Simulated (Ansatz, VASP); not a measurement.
Nb3Te2Mo: VASP beside Ansatz

```
CELL_PARAMETERS angstrom
3.43798 -0.00006 0.00699
0.00002 3.43804 0.00227
0.04354 0.01659 22.53164
ATOMIC_POSITIONS crystal
Nb 0.99538 0.00521 0.29306
Nb 0.99905 0.99295 0.79287
Nb 0.50102 0.50713 0.09057
Nb 0.50457 0.49474 0.59038
Nb 0.99913 0.00643 0.15967
Nb 0.00268 0.99417 0.65949
Te 0.00280 0.00778 0.02257
Te 0.00635 0.99535 0.52238
Te 0.49359 0.50458 0.36266
Te 0.49725 0.49229 0.86247
Mo 0.49730 0.50576 0.22704
Mo 0.50088 0.49362 0.72685
```

Change from the starting cell: cell x2, atoms moved at random (sigma 0.15 Å) and cell strained at random (1.5 %), then relaxed without symmetry.

Alike in both runs: functional PBE; k mesh 6 × 6 × 1; occupations gaussian, width 0.2 eV; no spin polarisation.

Ansatz relaxed the structure, and its values are those at the end. VASP's run is a single point on that final structure, the one shown.

|  | VASP | Ansatz |
| --- | --- | --- |
| version | VASP 6.6.1 | Ansatz 0.2.0 |
| potentials or method | VASP PAW PBE potentials, release 64 (Nb_sv, Te, Mo_sv), cutoff 520 eV | scalar-relativistic, plane waves, PAW |
| valence electrons in the cell | 130 | 170 |

|  | VASP | Ansatz | Ansatz less VASP |
| --- | --- | --- | --- |
| gap on the k mesh at the Fermi level (eV) | none | none | - |
| pressure (GPa) | -0.1 | 0.0 | +0.14 |
| rms of the force components (eV/Å) | 0.003 | 0.001 | -0.0022 |

A gap of «none» marks a metal or a gap that the smearing closes. VASP's potentials hold 130 valence electrons a cell and Ansatz's 170, so a difference there can come from the potentials and not from the codes.

Neither program's run includes spin-orbit coupling.
